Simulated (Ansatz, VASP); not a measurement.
**TiAl2C2: VASP beside Ansatz**

INCAR

```
SYSTEM = TiAl2C2
PREC = Accurate ; ENCUT = 520
EDIFF = 1E-6 ; ISMEAR = 0
SIGMA = 0.1 ; LREAL = .FALSE.
LASPH = .TRUE. ; NELM = 150
ALGO = Normal ; ISIF = 2
LWAVE = .FALSE. ; LCHARG = .TRUE.
ISPIN = 2 ; MAGMOM = 1 0 0 0 0
LORBIT = 11 ; LMAXMIX = 4
GGA = PE ; LELF = .TRUE.
LVHAR = .TRUE. ; NBANDS = 25
```

Contents of KPOINTS:

```
regular mesh
0
G
  8 8 2
  0 0 0
```

The input POSCAR:

```
TiAl2C2
1.0
    1.3188822573     -2.2130802696      0.0000000000
    1.3188822573      2.2130802696      0.0000000000
    0.0000000000      0.0000000000     12.7944675982
Ti Al C
1 2 2
Direct
    0.0000000000      0.0000000000      0.5000000000
    0.5000000000      0.5000000000      0.6950554696
    0.5000000000      0.5000000000      0.3049445304
    0.3340850666      0.6659149334      0.0000000000
    0.6659149334      0.3340850666      0.0000000000
```

Input for Ansatz:

```yaml
crystal:
  lattice:
    - [1.3188822573, -2.2130802696, 0.0]
    - [1.3188822573, 2.2130802696, 0.0]
    - [0.0, 0.0, 12.7944675982]
  atoms:
    - { symbol: Ti, position: [0.0, 0.0, 0.5], spin: 1.0 }
    - { symbol: Al, position: [0.5, 0.5, 0.6950554696] }
    - { symbol: Al, position: [0.5, 0.5, 0.3049445304] }
    - { symbol: C, position: [0.3340850666, 0.6659149334, 0.0] }
    - { symbol: C, position: [0.6659149334, 0.3340850666, 0.0] }
basis:
  ecutwfc: 420
kpoints:
  mp_grid: { grid: [8, 8, 2] }
hamiltonian:
  xc: pbe
scf:
  occupations: { method: gaussian, width: 0.1 }
  lower_state_search: "off"
output:
  forces: true
  stress: true
  eigenvalues: true
  populations: true
magnetization:
  spin_polarized: true
```

Alike in both runs: task single point; functional PBE; k mesh 8 × 8 × 2; occupations gaussian, width 0.1 eV; collinear spin.

|  | VASP | Ansatz |
| --- | --- | --- |
| version | VASP 6.6.1 | Ansatz 0.2.0 |
| potentials or method | VASP PAW PBE potentials, release 64 (Ti_sv, Al, C), cutoff 520 eV | scalar-relativistic, plane waves, PAW |
| valence electrons in the cell | 26 | 26 |

Ansatz gave:

| Item | Value |
| --- | --- |
| gap on the k mesh at the Fermi level (eV) | none |
| pressure (GPa) | 0.2 |
| traceless stress, the component that is largest in VASP (GPa) | -2.40 |
| rms of the force components (eV/Å) | 0.064 |
| net moment per atom (μB) | 0.00 |

Task: What did VASP give for the same quantities?

Result: gap on the k mesh at the Fermi level (eV): none; pressure (GPa): 0.2; traceless stress, the component that is largest in VASP (GPa): -2.43; rms of the force components (eV/Å): 0.067; net moment per atom (μB): 0.00.

Atom by atom the forces differ by 0.004 eV/Å (rms over components). A gap of «none» marks a metal or a gap that the smearing closes. Ansatz's warnings: seeded moment not kept.
